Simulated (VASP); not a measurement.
# WC (I4/mmm) in VASP: a series of runs

The runs below take WC through single point, with PBE.

Everything below comes from runs of VASP 6.6.1. Logs are shortened: lines on timing, memory, paths and dates and some standing lists are left out, and cuts for length are marked.

**1. The cell of the first run**

It takes space group I4/mmm (No. 139, tetragonal). The conventional cell has a = 3.274 Å, b = 3.274 Å, c = 3.935 Å, α = 90.00°, β = 90.00°, γ = 90.00°. Within 2.6 Å of W (site symmetry 4/mmm) lie 6 C at 1.97 to 2.31 Å. Within 2.6 Å of C (site symmetry 4/mmm) lie 6 W at 1.97 to 2.31 Å.

**2. Single point, PBE**

Input file INCAR:

```
SYSTEM = WC
  PREC = Accurate
  ENCUT = 520
  EDIFF = 1E-6
  ISMEAR = 0
  SIGMA = 0.15
  LREAL = .FALSE.
  LASPH = .TRUE.
  NELM = 60
  ALGO = Normal
  ISIF = 2
  LWAVE = .FALSE.
  LCHARG = .FALSE.
  GGA = PE
  NBANDS = 16
```

Input file KPOINTS:

```
Automatic mesh
0
G
  20 20 20
  0 0 0
```

Input file POSCAR:

```
WC
1.0
    0.0000000000      2.3147445612      1.9675328770
    2.3147445612      0.0000000000      1.9675328770
    2.3147445612      2.3147445612      0.0000000000
W C
1 1
Direct
    0.0000000000      0.0000000000      0.0000000000
    0.5000000000      0.5000000000      0.5000000000
```

Potentials or basis: VASP PAW PBE potentials, release 64 (W_sv, C).

Started as:

```bash
$ cat potpaw_PBE.64/W_sv/POTCAR potpaw_PBE.64/C/POTCAR > POTCAR
$ mpirun -np 1 vasp_std > vasp.out
```

OUTCAR:

```text
SYSTEM = WC
   PREC = Accurate
   ENCUT = 520
   EDIFF = 1E-6
   ISMEAR = 0
   LREAL = .FALSE.
   LASPH = .TRUE.
   NELM = 60
   ISIF = 2
   GGA = PE

 ion  position               nearest neighbor table
   1  0.000  0.000  0.000-   2 1.97   2 1.97   2 2.31   2 2.31   2 2.31   2 2.31
   2  0.500  0.500  0.500-   1 1.97   1 1.97   1 2.31   1 2.31   1 2.31   1 2.31

  LATTYP: Found a body centered tetragonal cell.
 ALAT       =     3.2735431519
 C/A-ratio  =     1.2020815280

  Lattice vectors:

 A1 = (   0.0000000000,  -2.3147445612,  -1.9675328770)
 A2 = (   0.0000000000,   2.3147445612,  -1.9675328770)
 A3 = (   2.3147445612,   0.0000000000,   1.9675328770)

Analysis of symmetry for initial positions (statically):
=====================================================================
 Subroutine PRICEL returns:
 Original cell was already a primitive cell.

 Routine SETGRP: Setting up the symmetry group for a
 body centered tetragonal supercell.

 Subroutine GETGRP returns: Found 16 space group operations
 (whereof 16 operations were pure point group operations)
 out of a pool of 16 trial point group operations.

The static configuration has the point symmetry D_4h.

Analysis of symmetry for dynamics (positions and initial velocities):
=====================================================================
 Subroutine PRICEL returns:
 Original cell was already a primitive cell.

 Routine SETGRP: Setting up the symmetry group for a
 body centered tetragonal supercell.

 Subroutine GETGRP returns: Found 16 space group operations
 (whereof 16 operations were pure point group operations)
 out of a pool of 16 trial point group operations.

The dynamic configuration has the point symmetry D_4h.

 Subroutine INISYM returns: Found 16 space group operations
 (whereof 16 operations are pure point group operations),
 and found     1 'primitive' translations

----------------------------------------------------------------------------------------

                                     Primitive cell

  volume of cell :      21.0842

  direct lattice vectors                    reciprocal lattice vectors
     0.000000000  2.314744561  1.967532877    -0.216006556  0.216006556  0.254125360
     2.314744561  0.000000000  1.967532877     0.216006556 -0.216006556  0.254125360
     2.314744561  2.314744561  0.000000000     0.216006556  0.216006556 -0.254125360

  length of vectors
     3.037964451  3.037964451  3.273543152     0.397363011  0.397363011  0.397363011

  position of ions in fractional coordinates (direct lattice)
     0.000000000  0.000000000  0.000000000
     0.500000000  0.500000000  0.500000000

  ion indices of the primitive-cell ions
   primitive index   ion index
                 1           1
                 2           2

----------------------------------------------------------------------------------------

 KPOINTS: Automatic mesh

Automatic generation of k-mesh.
 Grid dimensions read from file:
 generate k-points for:   20   20   20

 Generating k-lattice:

  Cartesian coordinates                     Fractional coordinates (reciprocal lattice)
    -0.010800328  0.010800328  0.012706268     0.050000000  0.000000000  0.000000000
     0.010800328 -0.010800328  0.012706268     0.000000000  0.050000000  0.000000000
     0.010800328  0.010800328 -0.012706268     0.000000000  0.000000000  0.050000000

  Length of vectors
     0.019868151  0.019868151  0.019868151

  Shift w.r.t. Gamma in fractional coordinates (k-lattice)
     0.000000000  0.000000000  0.000000000

 Subroutine IBZKPT returns following result:
 ===========================================

 Found    641 irreducible k-points:

 Following reciprocal coordinates:
            Coordinates               Weight
  0.000000  0.000000  0.000000      1.000000
  0.050000  0.000000  0.000000      8.000000
  0.100000  0.000000  0.000000      8.000000
  0.150000 -0.000000  0.000000      8.000000
  0.200000  0.000000  0.000000      8.000000
  0.250000 -0.000000  0.000000      8.000000
[... 16 lines left out ...]
 -0.400000  0.050000  0.000000      8.000000
 -0.350000  0.050000  0.000000      8.000000
 [... further k-points ...]
   k-points           NKPTS =    641   k-points in BZ     NKDIM =    641   number of bands    NBANDS=     16
   number of dos      NEDOS =    301   number of ions     NIONS =      2
   total plane-waves  NPLWV =  13824
   dimension x,y,z NGX =    24 NGY =   24 NGZ =   24
   dimension x,y,z NGXF=    48 NGYF=   48 NGZF=   48
   ions per type =               1   1
   NGX,Y,Z   is equivalent  to a cutoff of  13.13, 13.13, 12.19 a.u.
   NGXF,Y,Z  is equivalent  to a cutoff of  26.27, 26.27, 24.38 a.u.
 SYSTEM =  WC
   PREC   = accura    normal or accurate (medium, high low for compatibility)
   ISTART =      0    job   : 0-new  1-cont  2-samecut
   ICHARG =      2    charge: 1-file 2-atom 10-const
   ISPIN  =      1    spin polarized calculation?
   LNONCOLLINEAR =      F non collinear calculations
   LSORBIT =      F    spin-orbit coupling
   LASPH  =      T    aspherical Exc in radial PAW
   ENCUT  =  520.0 eV  38.22 Ry    6.18 a.u.   5.65  5.65  6.09*2*pi/ulx,y,z
   NELM   =     60;   NELMIN=  2; NELMDL= -5     # of ELM steps
   EDIFF  = 0.1E-05   stopping-criterion for ELM
   LREAL  =      F    real-space projection
   EDIFFG = 0.1E-04   stopping-criterion for IOM
   NSW    =      0    number of steps for IOM
   IBRION =     -1    ionic relax: 0-MD 1-quasi-New 2-CG
   NFREE  =      0    steps in history (QN), initial steepest desc. (CG)
   ISIF   =      2    stress and relaxation
   ISYM   =      2    0-nonsym 1-usesym 2-fastsym
   POTIM  = 0.5000    time-step for ionic-motion
   TEBEG  =    0.0;   TEEND  =   0.0 temperature during run
   PSTRESS=    0.0 pullay stress
   NELECT =      18.0000    total number of electrons
   NUPDOWN=      -1.0000    fix difference up-down
   EMIN   =  10.00;   EMAX   =-10.00  energy-range for DOS
   EFERMI =   0.00;   METHOD = LEGACY
   ISMEAR =     0;   SIGMA  =   0.15  broadening in eV -4-tet -1-fermi 0-gaus
   EFERMI_NEDOS =   21; number of points for ismear=-14 and -15
   IALGO  =     38    algorithm
   IMIX   =      4    mixing-type and parameters
     AMIX     =   0.40;   BMIX     =  1.00
     AMIX_MAG =   1.60;   BMIX_MAG =  1.00
  volume/ion in A,a.u.               =      10.54        71.14
  Fermi-wavevector in a.u.,A,eV,Ry     =   1.553029  2.934800 32.815887  2.411900
  Thomas-Fermi vector in A             =   2.657319
   LORBIT       =      0    0 simple, 1 ext, 2 COOP (PROOUT), +10 PAW based schemes
   GGA     = PE    functional components
   LHFCALC =     F    Hartree Fock is set to
   AEXX    =    0.0000 exact exchange contribution
   IVDW    =     0    specifies the selected vdW correction
   LEPSILON=     F    determine dielectric tensor
   LRPA    =     F    only Hartree local field effects (RPA)
 non-spin polarized calculation
 Gauss-broadening in eV      SIGMA  =   0.15
  energy-cutoff  :      520.00
  volume of cell :       21.08
 maximum number of plane-waves:       584
   NGX = 11   NGY = 11   NGZ = 13

 number of electron      18.0000000 magnetization

 Free energy of the ion-electron system (eV)
  ---------------------------------------------------
  ext. energy  EPLUGINS =         0.00000000
  ---------------------------------------------------
  free energy    TOTEN  =       -20.76004119 eV

  energy without entropy =      -20.74827196  energy(sigma->0) =      -20.75415658

 E-fermi :  12.3250     XC(G=0): -13.6675

 val. band max:       12.3244089209   @ k =  -0.3500   0.2000   0.0500
 cond. band min:      12.3249919235   @ k =  -0.4000   0.1500   0.0000
 fundamental gap:      0.0005830026
 Fermi energy:        12.3249758250

 k-point     1 :       0.0000    0.0000    0.0000
  band No.  band energies     occupation
      1     -62.8951      2.00000
      2     -27.0267      2.00000
      3     -26.9088      2.00000
      4     -26.9088      2.00000
      5      -3.4823      2.00000
      6       9.1928      2.00000
[... 8 lines left out ...]
     15      22.4030      0.00000
     16      32.9771      0.00000

 k-point     2 :       0.0500    0.0000    0.0000
  band No.  band energies     occupation
      1     -62.8942      2.00000
      2     -27.0341      2.00000
      3     -26.9167      2.00000
      4     -26.9123      2.00000
      5      -3.4096      2.00000
      6       9.0140      2.00000
[... 8 lines left out ...]
     15      22.5674      0.00000
     16      32.4521      0.00000

 k-point     3 :       0.1000    0.0000    0.0000
  band No.  band energies     occupation
      1     -62.8914      2.00000
      2     -27.0611      2.00000
      3     -26.9339      2.00000
      4     -26.9222      2.00000
      5      -3.1945      2.00000
      6       8.4498      2.00000
[... 8 lines left out ...]
     15      23.0258      0.00000
     16      31.2593      0.00000

 k-point     4 :       0.1500   -0.0000    0.0000
  band No.  band energies     occupation
      1     -62.8871      2.00000
      2     -27.1153      2.00000
      3     -26.9479      2.00000
      4     -26.9376      2.00000
      5      -2.8463      2.00000
      6       7.6588      2.00000
[... 8 lines left out ...]
     15      23.6644      0.00000
     16      29.9890      0.00000
[... 324 lines left out ...]
 k-point    22 :      -0.4500    0.0500    0.0000
  band No.  band energies     occupation
      1     -62.8563      2.00000
      2     -27.5563      2.00000
      3     -27.0474      2.00000
      4     -26.9736      2.00000
      5       0.8976      2.00000
      6       2.9754      2.00000
[... 8 lines left out ...]
     15      23.5302      0.00000
     16      25.9179      0.00000

 k-point    23 :      -0.4000    0.0500    0.0000
  band No.  band energies     occupation
      1     -62.8588      2.00000
      2     -27.5183      2.00000
      3     -27.0368      2.00000
      4     -26.9777      2.00000
      5       0.2393      2.00000
      6       3.5798      2.00000
[... 8 lines left out ...]
     15      24.3503      0.00000
     16      26.1405      0.00000

 k-point    24 :      -0.3500    0.0500    0.0000
  band No.  band energies     occupation
      1     -62.8628      2.00000
      2     -27.4569      2.00000
      3     -27.0209      2.00000
      4     -26.9815      2.00000
      5      -0.4592      2.00000
      6       4.2490      2.00000
[... 8 lines left out ...]
     15      25.6187      0.00000
     16      25.9720      0.00000

 [... further k-points ...]

------------------------ aborting loop because EDIFF is reached ----------------------------------------

  FORCE on cell =-STRESS in cart. coord.  units (eV):
  Direction    XX          YY          ZZ          XY          YZ          ZX
  --------------------------------------------------------------------------------------
  -------------------------------------------------------------------------------------
  Total       -2.6458866     -2.6458866     13.6749166      0.0000000     -0.0000000      0.0000000
  in kB     -201.0590673   -201.0590673   1039.1473394      0.0000000     -0.0000000      0.0000000
  external PRESSURE =     212.3430683 kB  Pullay stress =       0.0000000 kB

 VOLUME and BASIS-vectors are now :
 -----------------------------------------------------------------------------
  energy-cutoff  :      520.00
  volume of cell :       21.08
      direct lattice vectors                 reciprocal lattice vectors
     0.000000000  2.314744561  1.967532877    -0.216006556  0.216006556  0.254125360
     2.314744561  0.000000000  1.967532877     0.216006556 -0.216006556  0.254125360
     2.314744561  2.314744561  0.000000000     0.216006556  0.216006556 -0.254125360

 POSITION                                       TOTAL-FORCE (eV/Angst)
 -----------------------------------------------------------------------------------
      0.00000      0.00000      0.00000        -0.000000     -0.000000     -0.000000
      2.31474      2.31474      1.96753         0.000000      0.000000      0.000000
 -----------------------------------------------------------------------------------
    total drift:                                0.000000     -0.000000     -0.000000

  FREE ENERGIE OF THE ION-ELECTRON SYSTEM (eV)
  ---------------------------------------------------
  free  energy   TOTEN  =       -20.7600411948 eV

  energy  without entropy=      -20.7482719634  energy(sigma->0) =      -20.75415658
```

It took 48 s on 1 thread of Intel Xeon 6975P-C (Granite Rapids), shared host; peak memory 0.32 GiB.

Results:

```
Free energy            : -20.7600 eV
Pressure               : 21.2 GPa
Band gap on the k mesh : zero (bands 9 and 10 overlap by 3.26 eV)
```

Caveat: the cell stands under pressure; spin-orbit coupling is left out, which moves the levels of the heavy elements.

(Continued in part 2 of 2.)
